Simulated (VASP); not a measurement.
Here is a VASP 6.6.1 calculation.

The input INCAR:

```
SYSTEM = PtSe2
ALGO = Normal
EDIFF = 1E-6
ENCUT = 520
GGA = PE
ISIF = 2
ISMEAR = 0
LASPH = .TRUE.
LCHARG = .FALSE.
LREAL = .FALSE.
LWAVE = .FALSE.
NBANDS = 18
NELM = 100
PREC = Accurate
SIGMA = 0.15
```

Contents of KPOINTS:

```
k-points
0
G
  12 12 10
  0 0 0
```

File POSCAR:

```
PtSe2
1.0
    3.7240006046      0.0000000000      0.0000000000
   -1.8620003023      3.2250791273      0.0000000000
    0.0000000000      0.0000000000      5.0620000000
Pt Se
1 2
Direct
    0.0267218410      0.0133609205     -0.0100206904
    0.3333333333      0.6666666667      0.2500000000
    0.6666666667      0.3333333333      0.7500000000
```

Potentials or basis: VASP PAW PBE potentials, release 64 (Pt, Se).

Run with:

```console
$ cat potpaw_PBE.64/Pt/POTCAR potpaw_PBE.64/Se/POTCAR > POTCAR
$ mpirun -np 1 vasp_std > vasp.out
```

Q: Estimate the band gap on the k mesh.

A: Zero (bands 11 and 12 overlap by 0.40 eV).

Q: Estimate the largest force.

A: 1.684 eV/Å.

Q: Estimate the pressure.

A: 7.9 GPa.

Forces on the atoms (eV/Å):
```
Pt  -1.249 -0.721  0.869
Se   0.505  0.291  0.218
Se   0.745  0.430 -1.087
```

Caveat: the cell differs from its parent crystal (all Pt atoms moved -0.100 Å, as atom 1 towards its neighbour atom 2 (Se) at 2.495 Å); the cell stands under pressure; spin-orbit coupling is left out, which moves the levels of the heavy elements; forces of over 1 eV/Å act on the atoms, so gaps and moduli don't describe the material at rest.
